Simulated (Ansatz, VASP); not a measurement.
## One calculation of BeS2, two programs

File INCAR:

```
PREC = Accurate ; ENCUT = 600
EDIFF = 1E-6 ; ISMEAR = 0
SIGMA = 0.02 ; LREAL = False
LASPH = True ; NELM = 80
ALGO = Normal ; ISIF = 3
LWAVE = False ; LCHARG = False
GGA = PE ; IBRION = 2
NSW = 100 ; EDIFFG = -0.01
```

Contents of KPOINTS:

```
regular mesh
0
Gamma
  6 6 4
```

Contents of POSCAR:

```
BeS2
1.0
    4.5980635124      0.0000000000      0.0000000000
   -1.9142752774      5.1631020905      0.0000000000
   -0.0000296866     -0.0821967168      6.4524838147
Be S
2 4
Direct
    0.7502686251      0.0006039774      0.5728418551
    0.2497313749      0.9993960226      0.4271581449
    0.3156286707      0.8324886032      0.7050009052
    0.8142951219      0.8293637107      0.2931105442
    0.1857048781      0.1706362893      0.7068894558
    0.6843713293      0.1675113968      0.2949990948
```

Input for Ansatz:

```yaml
crystal:
  lattice:
    - [4.5980635124, 0.0, 0.0]
    - [-1.9142752774, 5.1631020905, 0.0]
    - [-2.96866e-05, -0.0821967168, 6.4524838147]
  atoms:
    - { symbol: Be, position: [0.7502686251, 0.0006039774, 0.5728418551] }
    - { symbol: Be, position: [0.2497313749, 0.9993960226, 0.4271581449] }
    - { symbol: S, position: [0.3156286707, 0.8324886032, 0.7050009052] }
    - { symbol: S, position: [0.8142951219, 0.8293637107, 0.2931105442] }
    - { symbol: S, position: [0.1857048781, 0.1706362893, 0.7068894558] }
    - { symbol: S, position: [0.6843713293, 0.1675113968, 0.2949990948] }
basis:
  ecutwfc: 420
kpoints:
  mp_grid: { grid: [6, 6, 4] }
hamiltonian:
  xc: pbe
scf:
  occupations: { method: gaussian, width: 0.02 }
output:
  forces: true
  stress: true
  eigenvalues: true
  write_density: true
  write_potential: true
  elf: true
  volumetric_format: npy
relax:
  adjacent_minimum: "off"
  f_tol: 0.01
  max_steps: 80
  cell: { stress_tol: 0.05 }
```

Change from the starting cell: the structure that the rattled CaC2 type (I4/mmm, No. 139) fell into.

Alike in both runs: task relaxation of cell and atoms; functional PBE; k mesh 6 × 6 × 4; occupations gaussian, width 0.02 eV; no spin polarisation.

|  | VASP | Ansatz |
| --- | --- | --- |
| version | VASP 6.6.1 | Ansatz 0.2.0 |
| potentials or method | VASP PAW PBE potentials, release 64 (Be, S), cutoff 600 eV | scalar-relativistic, plane waves, PAW |
| valence electrons in the cell | 28 | 28 |

VASP gave:

- gap on the k mesh at the Fermi level, each at its own relaxed structure (eV): 2.28
- relaxed volume (Å³/atom): 25.51
- relaxed length of the cell vector where the two differ most in proportion (Å): 6.459

Estimate Ansatz's values.

gap on the k mesh at the Fermi level, each at its own relaxed structure (eV): 2.24; relaxed volume (Å³/atom): 26.05; relaxed length of the cell vector where the two differ most in proportion (Å): 6.584.
